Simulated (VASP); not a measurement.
# CuI (F-43m) in VASP: a series of runs, part 2 of 2

VASP 6.6.1. Earlier steps stand in the parts before.

## Step 4: Single point, PBE (28.57 Å³/atom)

This run uses another cell than the first one, of 28.57 Å³/atom.

INCAR

```
  ALGO = Normal
  EDIFF = 1E-6
  ENCUT = 600
  GGA = PE
  GGA_COMPAT = False
  ISIF = 2
  ISMEAR = 0
  LASPH = True
  LCHARG = False
  LREAL = False
  LWAVE = False
  NBANDS = 16
  NELM = 120
  PREC = Accurate
  SIGMA = 0.05
```

KPOINTS

```
k-points
0
Gamma
  6 6 6
```

POSCAR

```
CuI
1.0
    0.0000000000      3.0569224085      3.0569224085
    3.0569224085      0.0000000000      3.0569224085
    3.0569224085      3.0569224085      0.0000000000
Cu I
1 1
Direct
    0.7500000000      0.7500000000      0.7500000000
    0.0000000000      0.0000000000      0.0000000000
```

Potentials or basis: VASP PAW PBE potentials, release 64 (Cu, I).

Started as:

```console
$ cat potpaw_PBE.64/Cu/POTCAR potpaw_PBE.64/I/POTCAR > POTCAR
$ mpirun -np 1 vasp_std > vasp.out
```

OUTCAR:

```text
EDIFF = 1E-6
   ENCUT = 600
   GGA = PE
   ISIF = 2
   ISMEAR = 0
   LASPH = True
   LREAL = False
   NELM = 120
   PREC = Accurate

 ion  position               nearest neighbor table
   1  0.750  0.750  0.750-   2 2.65   2 2.65   2 2.65   2 2.65
   2  0.000  0.000  0.000-   1 2.65   1 2.65   1 2.65   1 2.65

  LATTYP: Found a face centered cubic cell.
 ALAT       =     6.1138448170

  Lattice vectors:

 A1 = (   0.0000000000,   3.0569224085,   3.0569224085)
 A2 = (   3.0569224085,   0.0000000000,   3.0569224085)
 A3 = (   3.0569224085,   3.0569224085,   0.0000000000)

Analysis of symmetry for initial positions (statically):
=====================================================================
 Subroutine PRICEL returns:
 Original cell was already a primitive cell.

 Routine SETGRP: Setting up the symmetry group for a
 face centered cubic supercell.

 Subroutine GETGRP returns: Found 24 space group operations
 (whereof 24 operations were pure point group operations)
 out of a pool of 48 trial point group operations.

The static configuration has the point symmetry T_d .

[... 150 lines left out ...]
  energy without entropy =       -5.55888832  energy(sigma->0) =       -5.55888832

 E-fermi :   4.4142     XC(G=0):  -8.8207

 val. band max:        4.1648673086   @ k =   0.0000   0.0000   0.0000
 cond. band min:       5.2433781645   @ k =   0.0000   0.0000   0.0000
 fundamental gap:      1.0785108558
 Fermi energy:         4.4141908297

 k-point     1 :       0.0000    0.0000    0.0000
  band No.  band energies     occupation
      1      -9.7168      2.00000
      2       0.6361      2.00000
      3       0.6361      2.00000
      4       0.6361      2.00000
      5       2.4139      2.00000
      6       2.4139      2.00000
[... 281 lines left out ...]
      3       0.0118      2.00000
      4       0.4503      2.00000
      5       2.3701      2.00000
      6       2.3809      2.00000
[... 8 lines left out ...]
     15      15.5721      0.00000
     16      16.1023      0.00000

------------------------ aborting loop because EDIFF is reached ----------------------------------------

  FORCE on cell =-STRESS in cart. coord.  units (eV):
  Direction    XX          YY          ZZ          XY          YZ          ZX
  --------------------------------------------------------------------------------------
  -------------------------------------------------------------------------------------
  Total       -0.1610979     -0.1610979     -0.1610979      0.0000000      0.0000000     -0.0000000
  in kB       -4.5176969     -4.5176969     -4.5176969      0.0000000      0.0000000     -0.0000000
  external PRESSURE =      -4.5176969 kB  Pullay stress =       0.0000000 kB

 VOLUME and BASIS-vectors are now :
 -----------------------------------------------------------------------------
  energy-cutoff  :      600.00
  volume of cell :       57.13
      direct lattice vectors                 reciprocal lattice vectors
     0.000000000  3.056922409  3.056922409    -0.163563196  0.163563196  0.163563196
     3.056922409  0.000000000  3.056922409     0.163563196 -0.163563196  0.163563196
     3.056922409  3.056922409  0.000000000     0.163563196  0.163563196 -0.163563196

 POSITION                                       TOTAL-FORCE (eV/Angst)
 -----------------------------------------------------------------------------------
      4.58538      4.58538      4.58538        -0.000000     -0.000000     -0.000000
      0.00000      0.00000      0.00000         0.000000      0.000000      0.000000
 -----------------------------------------------------------------------------------
    total drift:                                0.000000      0.000000      0.000000

  FREE ENERGIE OF THE ION-ELECTRON SYSTEM (eV)
  ---------------------------------------------------
  free  energy   TOTEN  =        -5.5588883236 eV

  energy  without entropy=       -5.5588883236  energy(sigma->0) =       -5.55888832
```

OSZICAR:

```text
N       E                     dE             d eps       ncg     rms          rms(c)
DAV:   1     0.970716805178E+02    0.97072E+02   -0.80241E+03   512   0.132E+03
DAV:   2     0.629092946914E+00   -0.96443E+02   -0.87237E+02   528   0.241E+02
DAV:   3    -0.557645100467E+01   -0.62055E+01   -0.61053E+01   704   0.640E+01
DAV:   4    -0.575130056494E+01   -0.17485E+00   -0.17479E+00   592   0.979E+00
DAV:   5    -0.576118834182E+01   -0.98878E-02   -0.98876E-02   816   0.270E+00    0.500E+00
DAV:   6    -0.568874007127E+01    0.72448E-01   -0.24657E+00   528   0.421E+01    0.324E+00
DAV:   7    -0.555926428119E+01    0.12948E+00   -0.59172E-01   560   0.252E+01    0.161E+00
DAV:   8    -0.556065960836E+01   -0.13953E-02   -0.31981E-02   800   0.241E+00    0.421E-01
DAV:   9    -0.555871415482E+01    0.19455E-02   -0.73851E-03   672   0.253E+00    0.134E-01
DAV:  10    -0.555888362072E+01   -0.16947E-03   -0.52950E-04   584   0.143E-01    0.331E-02
DAV:  11    -0.555888968241E+01   -0.60617E-05   -0.15103E-04   688   0.334E-01    0.292E-02
DAV:  12    -0.555888928060E+01    0.40182E-06   -0.10945E-05   784   0.450E-02    0.238E-02
DAV:  13    -0.555888832360E+01    0.95700E-06   -0.58957E-06   624   0.731E-02
   1 F= -.55588883E+01 E0= -.55588883E+01  d E =-.622833E-14
```

Wall time 19 s (1 thread of AMD EPYC 7R43 (Zen 3), shared host); peak memory 0.17 GiB.

Results:

```yaml
Free_energy: -5.5589 eV
Pressure: -0.5 GPa
Band_gap_on_the_k_mesh: 1.08 eV
```

Levels at points of the mesh, in eV from the valence-band top:
| k point | band 7 | band 8 | band 9 | band 10 | band 11 | band 12 |
| --- | --- | --- | --- | --- | --- | --- |
| (0.00, 0.00, 0.00) | 0.00 | 0.00 | 0.00 | 1.08 | 4.90 | 4.90 |
| (0.50, 0.00, 0.00) | -1.68 | -0.67 | -0.67 | 2.14 | 5.42 | 5.42 |
| (0.50, 0.50, 0.00) | -1.67 | -1.41 | -1.41 | 2.77 | 2.91 | 9.02 |

Caveat: spin-orbit coupling is left out, which moves the levels of the heavy elements.

## Step 5: Single point, r2SCAN (27.31 Å³/atom)

This run uses another cell than the first one, of 27.31 Å³/atom.

POSCAR

```
CuI
1.0
    0.0000000000      3.0116090258      3.0116090258
    3.0116090258      0.0000000000      3.0116090258
    3.0116090258      3.0116090258      0.0000000000
Cu I
1 1
Direct
    0.7500000000      0.7500000000      0.7500000000
    0.0000000000      0.0000000000      0.0000000000
```

INCAR.step1

```
SYSTEM = CuI
  PREC = Accurate
  ENCUT = 660
  ISMEAR = 0
  SIGMA = 0.05
  LREAL = .FALSE.
  LASPH = .TRUE.
  NELM = 120
  NBANDS = 16
  GGA = PE
  ALGO = Normal
  EDIFF = 1E-5
  LWAVE = .TRUE.
  LCHARG = .FALSE.
  GGA_COMPAT = .FALSE.
```

INCAR.step2

```
SYSTEM = CuI
  PREC = Accurate
  ENCUT = 660
  EDIFF = 1E-6
  ISMEAR = 0
  SIGMA = 0.05
  LREAL = .FALSE.
  LASPH = .TRUE.
  NELM = 120
  ALGO = Normal
  ISIF = 2
  LWAVE = .FALSE.
  LCHARG = .FALSE.
  METAGGA = R2SCAN
  LMIXTAU = .TRUE.
  NBANDS = 16
  ISTART = 1
  GGA_COMPAT = .FALSE.
```

KPOINTS

```
regular mesh
0
G
  6 6 6
  0 0 0
```

Potentials or basis: VASP PAW PBE potentials, release 64 (Cu, I).

Started as:

```console
$ cat potpaw_PBE.64/Cu/POTCAR potpaw_PBE.64/I/POTCAR > POTCAR
$ cp INCAR.step1 INCAR
$ mpirun -np 1 vasp_std > vasp.out
$ cp INCAR.step2 INCAR
$ mpirun -np 1 vasp_std > vasp.out
```

OUTCAR:

```text
SYSTEM = CuI
   PREC = Accurate
   ENCUT = 660
   EDIFF = 1E-6
   ISMEAR = 0
   LREAL = .FALSE.
   LASPH = .TRUE.
   NELM = 120
   ISIF = 2
   METAGGA = R2SCAN
   ISTART = 1

 ion  position               nearest neighbor table
   1  0.750  0.750  0.750-   2 2.61   2 2.61   2 2.61   2 2.61
   2  0.000  0.000  0.000-   1 2.61   1 2.61   1 2.61   1 2.61

  LATTYP: Found a face centered cubic cell.
 ALAT       =     6.0232180516

  Lattice vectors:

 A1 = (   0.0000000000,   3.0116090258,   3.0116090258)
 A2 = (   3.0116090258,   0.0000000000,   3.0116090258)
 A3 = (   3.0116090258,   3.0116090258,   0.0000000000)

Analysis of symmetry for initial positions (statically):
=====================================================================
 Subroutine PRICEL returns:
 Original cell was already a primitive cell.

 Routine SETGRP: Setting up the symmetry group for a
 face centered cubic supercell.

 Subroutine GETGRP returns: Found 24 space group operations
 (whereof 24 operations were pure point group operations)
 out of a pool of 48 trial point group operations.

The static configuration has the point symmetry T_d .

Analysis of symmetry for dynamics (positions and initial velocities):
=====================================================================
 Subroutine PRICEL returns:
 Original cell was already a primitive cell.

 Routine SETGRP: Setting up the symmetry group for a
 face centered cubic supercell.

 Subroutine GETGRP returns: Found 24 space group operations
 (whereof 24 operations were pure point group operations)
 out of a pool of 48 trial point group operations.

The dynamic configuration has the point symmetry T_d .

 Subroutine INISYM returns: Found 24 space group operations
 (whereof 24 operations are pure point group operations),
 and found     1 'primitive' translations

----------------------------------------------------------------------------------------

                                     Primitive cell

  volume of cell :      54.6293

  direct lattice vectors                    reciprocal lattice vectors
     0.000000000  3.011609026  3.011609026    -0.166024207  0.166024207  0.166024207
     3.011609026  0.000000000  3.011609026     0.166024207 -0.166024207  0.166024207
     3.011609026  3.011609026  0.000000000     0.166024207  0.166024207 -0.166024207

  length of vectors
     4.259058329  4.259058329  4.259058329     0.287562362  0.287562362  0.287562362

  position of ions in fractional coordinates (direct lattice)
     0.750000000  0.750000000  0.750000000
     0.000000000  0.000000000  0.000000000

  ion indices of the primitive-cell ions
   primitive index   ion index
                 1           1
                 2           2

----------------------------------------------------------------------------------------

 KPOINTS: regular mesh

Automatic generation of k-mesh.
 Grid dimensions read from file:
 generate k-points for:    6    6    6

 Generating k-lattice:

  Cartesian coordinates                     Fractional coordinates (reciprocal lattice)
    -0.027670701  0.027670701  0.027670701     0.166666667  0.000000000  0.000000000
     0.027670701 -0.027670701  0.027670701     0.000000000  0.166666667  0.000000000
     0.027670701  0.027670701 -0.027670701     0.000000000  0.000000000  0.166666667

  Length of vectors
     0.047927060  0.047927060  0.047927060

  Shift w.r.t. Gamma in fractional coordinates (k-lattice)
     0.000000000  0.000000000  0.000000000

 Subroutine IBZKPT returns following result:
 ===========================================

 Found     16 irreducible k-points:

 Following reciprocal coordinates:
            Coordinates               Weight
  0.000000  0.000000  0.000000      1.000000
  0.166667  0.000000  0.000000      8.000000
  0.333333  0.000000  0.000000      8.000000
  0.500000  0.000000  0.000000      4.000000
  0.166667  0.166667  0.000000      6.000000
  0.333333  0.166667  0.000000     24.000000
[... 8 lines left out ...]
 -0.333333  0.333333  0.166667     24.000000
 -0.333333  0.500000  0.166667     12.000000
   k-points           NKPTS =     16   k-points in BZ     NKDIM =     16   number of bands    NBANDS=     16
   number of dos      NEDOS =    301   number of ions     NIONS =      2
   total plane-waves  NPLWV =  46656
   dimension x,y,z NGX =    36 NGY =   36 NGZ =   36
   dimension x,y,z NGXF=    72 NGYF=   72 NGZF=   72
   ions per type =               1   1
   NGX,Y,Z   is equivalent  to a cutoff of  14.05, 14.05, 14.05 a.u.
   NGXF,Y,Z  is equivalent  to a cutoff of  28.10, 28.10, 28.10 a.u.
 SYSTEM =  CuI
   PREC   = accura    normal or accurate (medium, high low for compatibility)
   ISTART =      1    job   : 0-new  1-cont  2-samecut
   ICHARG =      0    charge: 1-file 2-atom 10-const
   ISPIN  =      1    spin polarized calculation?
   LNONCOLLINEAR =      F non collinear calculations
   LSORBIT =      F    spin-orbit coupling
   LASPH  =      T    aspherical Exc in radial PAW
   ENCUT  =  660.0 eV  48.51 Ry    6.96 a.u.   8.92  8.92  8.92*2*pi/ulx,y,z
   NELM   =    120;   NELMIN=  2; NELMDL=  0     # of ELM steps
   EDIFF  = 0.1E-05   stopping-criterion for ELM
   LREAL  =      F    real-space projection
   EDIFFG = 0.1E-04   stopping-criterion for IOM
   NSW    =      0    number of steps for IOM
   IBRION =     -1    ionic relax: 0-MD 1-quasi-New 2-CG
   NFREE  =      0    steps in history (QN), initial steepest desc. (CG)
   ISIF   =      2    stress and relaxation
   ISYM   =      2    0-nonsym 1-usesym 2-fastsym
   POTIM  = 0.5000    time-step for ionic-motion
   TEBEG  =    0.0;   TEEND  =   0.0 temperature during run
   PSTRESS=    0.0 pullay stress
   NELECT =      18.0000    total number of electrons
   NUPDOWN=      -1.0000    fix difference up-down
   EMIN   =  10.00;   EMAX   =-10.00  energy-range for DOS
   EFERMI =   0.00;   METHOD = LEGACY
   ISMEAR =     0;   SIGMA  =   0.05  broadening in eV -4-tet -1-fermi 0-gaus
   EFERMI_NEDOS =   21; number of points for ismear=-14 and -15
   IALGO  =     38    algorithm
   IMIX   =      4    mixing-type and parameters
     AMIX     =   0.40;   BMIX     =  1.00
     AMIX_MAG =   1.60;   BMIX_MAG =  1.00
  volume/ion in A,a.u.               =      27.31       184.33
  Fermi-wavevector in a.u.,A,eV,Ry     =   1.130725  2.136761 17.395586  1.278540
  Thomas-Fermi vector in A             =   2.267422
   LORBIT       =      0    0 simple, 1 ext, 2 COOP (PROOUT), +10 PAW based schemes
   METAGGA = R2SCAN    functional components
   LHFCALC =     F    Hartree Fock is set to
   AEXX    =    0.0000 exact exchange contribution
   IVDW    =     0    specifies the selected vdW correction
   LEPSILON=     F    determine dielectric tensor
   LRPA    =     F    only Hartree local field effects (RPA)
 non-spin polarized calculation
 Gauss-broadening in eV      SIGMA  =   0.05
  energy-cutoff  :      660.00
  volume of cell :       54.63
 maximum number of plane-waves:      2126
   NGX = 17   NGY = 17   NGZ = 17

 number of electron      17.9999998 magnetization

 Free energy of the ion-electron system (eV)
  ---------------------------------------------------
  ext. energy  EPLUGINS =         0.00000000
  ---------------------------------------------------
  free energy    TOTEN  =       -35.79609088 eV

  energy without entropy =      -35.79609088  energy(sigma->0) =      -35.79609088

 E-fermi :   4.7539     XC(G=0):  -9.5467

 val. band max:        4.4754723543   @ k =   0.0000   0.0000   0.0000
 cond. band min:       6.1483431064   @ k =   0.0000   0.0000   0.0000
 fundamental gap:      1.6728707521
 Fermi energy:         4.7538605482

 k-point     1 :       0.0000    0.0000    0.0000
  band No.  band energies     occupation
      1     -10.1567      2.00000
      2       0.5846      2.00000
      3       0.5846      2.00000
      4       0.5846      2.00000
      5       2.5579      2.00000
      6       2.5579      2.00000
[... 8 lines left out ...]
     15      14.5068      0.00000
     16      14.5068      0.00000
[... 267 lines left out ...]
 k-point    16 :      -0.3333    0.5000    0.1667
  band No.  band energies     occupation
      1      -9.3349      2.00000
      2      -1.1082      2.00000
      3      -0.0935      2.00000
      4       0.3808      2.00000
      5       2.4958      2.00000
      6       2.5043      2.00000
[... 8 lines left out ...]
     15      16.5855      0.00000
     16      17.2565      0.00000

------------------------ aborting loop because EDIFF is reached ----------------------------------------

  FORCE on cell =-STRESS in cart. coord.  units (eV):
  Direction    XX          YY          ZZ          XY          YZ          ZX
  --------------------------------------------------------------------------------------
  -------------------------------------------------------------------------------------
  Total       -0.0185604     -0.0185604     -0.0185604      0.0000000     -0.0000000      0.0000000
  in kB       -0.5443433     -0.5443433     -0.5443433      0.0000000     -0.0000000      0.0000000
  external PRESSURE =      -0.5443433 kB  Pullay stress =       0.0000000 kB

 VOLUME and BASIS-vectors are now :
 -----------------------------------------------------------------------------
  energy-cutoff  :      660.00
  volume of cell :       54.63
      direct lattice vectors                 reciprocal lattice vectors
     0.000000000  3.011609026  3.011609026    -0.166024207  0.166024207  0.166024207
     3.011609026  0.000000000  3.011609026     0.166024207 -0.166024207  0.166024207
     3.011609026  3.011609026  0.000000000     0.166024207  0.166024207 -0.166024207

 POSITION                                       TOTAL-FORCE (eV/Angst)
 -----------------------------------------------------------------------------------
      4.51741      4.51741      4.51741         0.000000      0.000000      0.000000
      0.00000      0.00000      0.00000        -0.000000     -0.000000     -0.000000
 -----------------------------------------------------------------------------------
    total drift:                                0.000000      0.000000      0.000000

  FREE ENERGIE OF THE ION-ELECTRON SYSTEM (eV)
  ---------------------------------------------------
  free  energy   TOTEN  =       -35.7960908770 eV

  energy  without entropy=      -35.7960908770  energy(sigma->0) =      -35.79609088
```

It took 1.7 min on 1 thread of AMD EPYC 7R43 (Zen 3), shared host; peak memory 0.19 GiB.

What came out:

```
Free energy            : -35.7961 eV
Pressure               : -0.1 GPa
Band gap on the k mesh : 1.67 eV
```

Caveat: the PAW data sets were made with another functional, which shifts forces and pressure a little; spin-orbit coupling is left out, which moves the levels of the heavy elements. r2SCAN opens gaps a little over a GGA but as a rule still falls short of measured ones.

## Step 6: Overview

```tsv
level	cell	cutoff (eV)	gap on the mesh (eV)	pressure (GPa)
PBE	a = 4.299 Å, angles 60.0°, 2 atoms	600	1.12	0.0
PBE	a = 4.331 Å, angles 60.0°, 2 atoms	600	1.07	-0.4
PBE	a = 4.323 Å, angles 60.0°, 2 atoms	600	1.08	-0.5
r2SCAN	a = 4.259 Å, angles 60.0°, 2 atoms	660	1.67	-0.1
```

Alike in all rows: task single point; potentials or basis VASP PAW PBE potentials, release 64 (Cu, I); no spin polarisation; k mesh 6 × 6 × 6; smearing gaussian 0.05 eV.

Caveats: spin-orbit coupling is left out, which moves the levels of the heavy elements; the PAW data sets were made with another functional, which shifts forces and pressure a little (at least some runs).

Absolute energies hang on the potentials; compare differences alone.
